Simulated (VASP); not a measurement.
# ZnS (rocksalt type) (Fm-3m) in VASP: notebook

The runs below take ZnS (rocksalt type) through density of states, with LDA.

Program: VASP 6.6.1. These are calculated values, not measurements. Logs are shortened: lines on timing, memory, paths and dates and some standing lists are left out, and cuts for length are marked.

## 1. The cell of the first run

It takes space group Fm-3m (No. 225, cubic). Conventional cell: a = 4.966 Å, b = 4.966 Å, c = 4.966 Å, α = 90.00°, β = 90.00°, γ = 90.00°. Within 3.3 Å of Zn (site symmetry m-3m) lie 6 S at 2.48 Å. Within 3.3 Å of S (site symmetry m-3m) lie 6 Zn at 2.48 Å.

## 2. Density of states, LDA

Input file POSCAR:

```
ZnS
1.0
    0.0000000000      2.4832497089      2.4832497089
    2.4832497089      0.0000000000      2.4832497089
    2.4832497089      2.4832497089      0.0000000000
Zn S
1 1
Direct
    0.0000000000      0.0000000000      0.0000000000
    0.5000000000      0.5000000000      0.5000000000
```

Input file INCAR.step1:

```
PREC     = Accurate       # precision mode
ENCUT    = 400            # plane-wave cutoff, eV
EDIFF    = 1E-6           # SCF threshold, eV
ISMEAR   = -1             # smearing method
SIGMA    = 0.08           # smearing width, eV
LREAL    = F              # projectors in reciprocal space
LASPH    = T              # aspherical terms in the spheres
NELM     = 120            # most SCF steps
ALGO     = Normal         # electronic algorithm
ISIF     = 2              # what is computed and relaxed
LWAVE    = F              # write WAVECAR
LCHARG   = T              # write CHGCAR
GGA      = CA             # functional
NBANDS   = 16             # bands
GGA_COMPAT= F            
NEDOS    = 2001           # points of the DOS
LORBIT   = 11             # projections on sites
```

Input file KPOINTS.step1:

```
regular mesh
0
Gamma
  16 16 16
```

Input file INCAR.step2:

```
PREC     = Accurate       # precision mode
ENCUT    = 400            # plane-wave cutoff, eV
EDIFF    = 1E-6           # SCF threshold, eV
ISMEAR   = -5             # smearing method
SIGMA    = 0.08           # smearing width, eV
LREAL    = F              # projectors in reciprocal space
LASPH    = T              # aspherical terms in the spheres
NELM     = 120            # most SCF steps
ALGO     = Normal         # electronic algorithm
ISIF     = 2              # what is computed and relaxed
LWAVE    = F              # write WAVECAR
LCHARG   = F              # write CHGCAR
GGA      = CA             # functional
LORBIT   = 11             # projections on sites
NEDOS    = 2001           # points of the DOS
ICHARG   = 11             # starting density
GGA_COMPAT= F
```

Input file KPOINTS.step2:

```
regular mesh
0
Gamma
  24 24 24
```

Potentials or basis: VASP PAW LDA potentials, release 64 (Zn, S).

On the command line:

```
cat potpaw_LDA.64/Zn/POTCAR potpaw_LDA.64/S/POTCAR > POTCAR
cp INCAR.step1 INCAR
cp KPOINTS.step1 KPOINTS
mpirun -np 1 vasp_std > vasp.out
cp INCAR.step2 INCAR
cp KPOINTS.step2 KPOINTS
mpirun -np 1 vasp_std > vasp.out
```

OUTCAR:

```text
PREC = Accurate
   ENCUT = 400
   EDIFF = 1E-6
   ISMEAR = -5
   LREAL = F
   LASPH = T
   NELM = 120
   ISIF = 2
   GGA = CA
   LORBIT = 11
   ICHARG = 11

 ion  position               nearest neighbor table
   1  0.000  0.000  0.000-   2 2.48   2 2.48   2 2.48   2 2.48   2 2.48   2 2.48
   2  0.500  0.500  0.500-   1 2.48   1 2.48   1 2.48   1 2.48   1 2.48   1 2.48

  LATTYP: Found a face centered cubic cell.
 ALAT       =     4.9664994178

  Lattice vectors:

 A1 = (   0.0000000000,   2.4832497089,   2.4832497089)
 A2 = (   2.4832497089,   0.0000000000,   2.4832497089)
 A3 = (   2.4832497089,   2.4832497089,   0.0000000000)

Analysis of symmetry for initial positions (statically):
=====================================================================
 Subroutine PRICEL returns:
 Original cell was already a primitive cell.

 Routine SETGRP: Setting up the symmetry group for a
 face centered cubic supercell.

 Subroutine GETGRP returns: Found 48 space group operations
 (whereof 48 operations were pure point group operations)
 out of a pool of 48 trial point group operations.

The static configuration has the point symmetry O_h .

Analysis of symmetry for dynamics (positions and initial velocities):
=====================================================================
 Subroutine PRICEL returns:
 Original cell was already a primitive cell.

 Routine SETGRP: Setting up the symmetry group for a
 face centered cubic supercell.

 Subroutine GETGRP returns: Found 48 space group operations
 (whereof 48 operations were pure point group operations)
 out of a pool of 48 trial point group operations.

The dynamic configuration has the point symmetry O_h .

 Subroutine INISYM returns: Found 48 space group operations
 (whereof 48 operations are pure point group operations),
 and found     1 'primitive' translations

----------------------------------------------------------------------------------------

                                     Primitive cell

  volume of cell :      30.6261

  direct lattice vectors                    reciprocal lattice vectors
     0.000000000  2.483249709  2.483249709    -0.201349062  0.201349062  0.201349062
     2.483249709  0.000000000  2.483249709     0.201349062 -0.201349062  0.201349062
     2.483249709  2.483249709  0.000000000     0.201349062  0.201349062 -0.201349062

  length of vectors
     3.511845417  3.511845417  3.511845417     0.348746806  0.348746806  0.348746806

  position of ions in fractional coordinates (direct lattice)
     0.000000000  0.000000000  0.000000000
     0.500000000  0.500000000  0.500000000

  ion indices of the primitive-cell ions
   primitive index   ion index
                 1           1
                 2           2

----------------------------------------------------------------------------------------

 KPOINTS: regular mesh

Automatic generation of k-mesh.
 Grid dimensions read from file:
 generate k-points for:   24   24   24

 Generating k-lattice:

  Cartesian coordinates                     Fractional coordinates (reciprocal lattice)
    -0.008389544  0.008389544  0.008389544     0.041666667  0.000000000  0.000000000
     0.008389544 -0.008389544  0.008389544     0.000000000  0.041666667  0.000000000
     0.008389544  0.008389544 -0.008389544     0.000000000  0.000000000  0.041666667

  Length of vectors
     0.014531117  0.014531117  0.014531117

  Shift w.r.t. Gamma in fractional coordinates (k-lattice)
     0.000000000  0.000000000  0.000000000

 TETIRR: Found   1864 inequivalent tetrahedra from    82944

 Subroutine IBZKPT returns following result:
 ===========================================

 Found    413 irreducible k-points:

 Following reciprocal coordinates:
            Coordinates               Weight
  0.000000  0.000000  0.000000      1.000000
  0.041667  0.000000  0.000000      8.000000
  0.083333  0.000000  0.000000      8.000000
  0.125000  0.000000  0.000000      8.000000
  0.166667  0.000000  0.000000      8.000000
  0.208333  0.000000  0.000000      8.000000
[... 16 lines left out ...]
  0.416667  0.041667  0.000000     24.000000
  0.458333  0.041667  0.000000     24.000000
 [... further k-points ...]
   k-points           NKPTS =    413   k-points in BZ     NKDIM =    413   number of bands    NBANDS=     13
   number of dos      NEDOS =   2001   number of ions     NIONS =      2
   total plane-waves  NPLWV =  13824
   dimension x,y,z NGX =    24 NGY =   24 NGZ =   24
   dimension x,y,z NGXF=    48 NGYF=   48 NGZF=   48
   ions per type =               1   1
   NGX,Y,Z   is equivalent  to a cutoff of  11.36, 11.36, 11.36 a.u.
   NGXF,Y,Z  is equivalent  to a cutoff of  22.72, 22.72, 22.72 a.u.
 SYSTEM =  unknown system
   PREC   = accura    normal or accurate (medium, high low for compatibility)
   ISTART =      0    job   : 0-new  1-cont  2-samecut
   ICHARG =     11    charge: 1-file 2-atom 10-const
   ISPIN  =      1    spin polarized calculation?
   LNONCOLLINEAR =      F non collinear calculations
   LSORBIT =      F    spin-orbit coupling
   LASPH  =      T    aspherical Exc in radial PAW
   ENCUT  =  400.0 eV  29.40 Ry    5.42 a.u.   5.73  5.73  5.73*2*pi/ulx,y,z
   NELM   =    120;   NELMIN=  2; NELMDL=  0     # of ELM steps
   EDIFF  = 0.1E-05   stopping-criterion for ELM
   LREAL  =      F    real-space projection
   EDIFFG = 0.1E-04   stopping-criterion for IOM
   NSW    =      0    number of steps for IOM
   IBRION =     -1    ionic relax: 0-MD 1-quasi-New 2-CG
   NFREE  =      0    steps in history (QN), initial steepest desc. (CG)
   ISIF   =      2    stress and relaxation
   ISYM   =      2    0-nonsym 1-usesym 2-fastsym
   POTIM  = 0.5000    time-step for ionic-motion
   TEBEG  =    0.0;   TEEND  =   0.0 temperature during run
   PSTRESS=    0.0 pullay stress
   NELECT =      18.0000    total number of electrons
   NUPDOWN=      -1.0000    fix difference up-down
   EMIN   =  10.00;   EMAX   =-10.00  energy-range for DOS
   EFERMI =   0.00;   METHOD = LEGACY
   ISMEAR =    -5;   SIGMA  =   0.08  broadening in eV -4-tet -1-fermi 0-gaus
   EFERMI_NEDOS =   21; number of points for ismear=-14 and -15
   IALGO  =     38    algorithm
   IMIX   =      4    mixing-type and parameters
     AMIX     =   0.40;   BMIX     =  1.00
     AMIX_MAG =   1.60;   BMIX_MAG =  1.00
  volume/ion in A,a.u.               =      15.31       103.34
  Fermi-wavevector in a.u.,A,eV,Ry     =   1.371309  2.591398 25.585591  1.880488
  Thomas-Fermi vector in A             =   2.497017
   LORBIT       =     11    0 simple, 1 ext, 2 COOP (PROOUT), +10 PAW based schemes
   GGA     = CA    functional components
   LHFCALC =     F    Hartree Fock is set to
   AEXX    =    0.0000 exact exchange contribution
   IVDW    =     0    specifies the selected vdW correction
   LEPSILON=     F    determine dielectric tensor
   LRPA    =     F    only Hartree local field effects (RPA)
 non-spin polarized calculation
 Fermi weights with tetrahedron method with Bloechl corrections
  energy-cutoff  :      400.00
  volume of cell :       30.63
 maximum number of plane-waves:       568

 number of electron      17.9999995 magnetization

 Free energy of the ion-electron system (eV)
  ---------------------------------------------------
  ext. energy  EPLUGINS =         0.00000000
  ---------------------------------------------------
  free energy    TOTEN  =        -7.65826597 eV

  energy without entropy =       -7.65826597  energy(sigma->0) =       -7.65826597

 E-fermi :   4.5085     XC(G=0): -11.5064

 val. band max:        4.5361425391   @ k =  -0.2083   0.2083   0.0000
 cond. band min:       4.5316622177   @ k =  -0.4583   0.4583   0.0000
 fundamental gap:     -0.0044803213
 Fermi energy:         4.5084639153

 k-point     1 :       0.0000    0.0000    0.0000
  band No.  band energies     occupation
      1      -9.8734      2.00000
      2      -2.0928      2.00000
      3      -2.0928      2.00000
      4      -2.0687      2.00000
      5      -2.0687      2.00000
      6      -2.0687      2.00000
      7       3.8595      2.00000
      8       3.8595      2.00000
      9       3.8595      2.00000
     10       6.7485      0.00000
     11      13.5329      0.00000
     12      13.5329      0.00000
     13      13.5329      0.00000

 k-point     2 :       0.0417    0.0000    0.0000
  band No.  band energies     occupation
      1      -9.8503      2.00000
      2      -2.0988      2.00000
      3      -2.0988      2.00000
      4      -2.0719      2.00000
      5      -2.0664      2.00000
      6      -2.0664      2.00000
      7       3.6489      2.00000
      8       3.8676      2.00000
      9       3.8676      2.00000
     10       6.9367      0.00000
     11      13.3662      0.00000
     12      13.5468      0.00000
     13      13.5468      0.00000

 k-point     3 :       0.0833    0.0000    0.0000
  band No.  band energies     occupation
      1      -9.7815      2.00000
      2      -2.1183      2.00000
      3      -2.1183      2.00000
      4      -2.0821      2.00000
      5      -2.0577      2.00000
      6      -2.0577      2.00000
      7       3.1374      2.00000
      8       3.8915      2.00000
      9       3.8915      2.00000
     10       7.3764      0.00000
     11      12.9871      0.00000
     12      13.5397      0.00000
     13      13.5397      0.00000
[... 305 lines left out ...]
 k-point    23 :       0.4167    0.0417    0.0000
  band No.  band energies     occupation
      1      -8.1698      2.00000
      2      -2.9163      2.00000
      3      -2.4476      2.00000
      4      -2.4305      2.00000
      5      -1.8933      2.00000
      6      -1.8812      2.00000
      7      -0.9476      2.00000
      8       4.2198      2.00000
      9       4.3674      2.00000
     10       8.5481      0.00000
     11       9.8626      0.00000
     12      10.4235      0.00000
     13      12.6273      0.00000

 k-point    24 :       0.4583    0.0417    0.0000
  band No.  band energies     occupation
      1      -7.9934      2.00000
      2      -3.1106      2.00000
      3      -2.4669      2.00000
      4      -2.4569      2.00000
      5      -1.8785      2.00000
      6      -1.8711      2.00000
      7      -1.0764      2.00000
      8       4.3125      2.00000
      9       4.3548      2.00000
     10       8.4584      0.00000
     11       9.7357      0.00000
     12      10.1728      0.00000
     13      12.6695      0.00000

 [... further k-points ...]

------------------------ aborting loop because EDIFF is reached ----------------------------------------

  FORCE on cell =-STRESS in cart. coord.  units (eV):
  Direction    XX          YY          ZZ          XY          YZ          ZX
  --------------------------------------------------------------------------------------
  -------------------------------------------------------------------------------------
  Total        0.0608167      0.0608167      0.0608167     -0.0000000     -0.0000000     -0.0000000
  in kB        3.1815746      3.1815746      3.1815746     -0.0000000     -0.0000000     -0.0000000
  external PRESSURE =       3.1815746 kB  Pullay stress =       0.0000000 kB

 VOLUME and BASIS-vectors are now :
 -----------------------------------------------------------------------------
  energy-cutoff  :      400.00
  volume of cell :       30.63
      direct lattice vectors                 reciprocal lattice vectors
     0.000000000  2.483249709  2.483249709    -0.201349062  0.201349062  0.201349062
     2.483249709  0.000000000  2.483249709     0.201349062 -0.201349062  0.201349062
     2.483249709  2.483249709  0.000000000     0.201349062  0.201349062 -0.201349062

 POSITION                                       TOTAL-FORCE (eV/Angst)
 -----------------------------------------------------------------------------------
      0.00000      0.00000      0.00000        -0.000000      0.000000      0.000000
      2.48325      2.48325      2.48325         0.000000      0.000000     -0.000000
 -----------------------------------------------------------------------------------
    total drift:                                0.000000     -0.000000     -0.000000

  FREE ENERGIE OF THE ION-ELECTRON SYSTEM (eV)
  ---------------------------------------------------
  free  energy   TOTEN  =        -7.6582659673 eV

  energy  without entropy=       -7.6582659673  energy(sigma->0) =       -7.65826597

 total charge

# of ion       s       p       d       tot
------------------------------------------
    1        0.493   0.419   9.820  10.733
    2        1.333   2.408   0.000   3.741
--------------------------------------------------
tot          1.827   2.827   9.820  14.474
```

Run time: 57 s. Hardware: 1 thread of Intel Xeon 6975P-C, shared host; peak memory 0.22 GiB.

What came out:

- Valence electrons inside the program's atomic spheres: Zn 10.73; S 3.74

Caveat: tetrahedron occupations give inexact forces and stress in metals.

(Continued in part 2 of 2.)
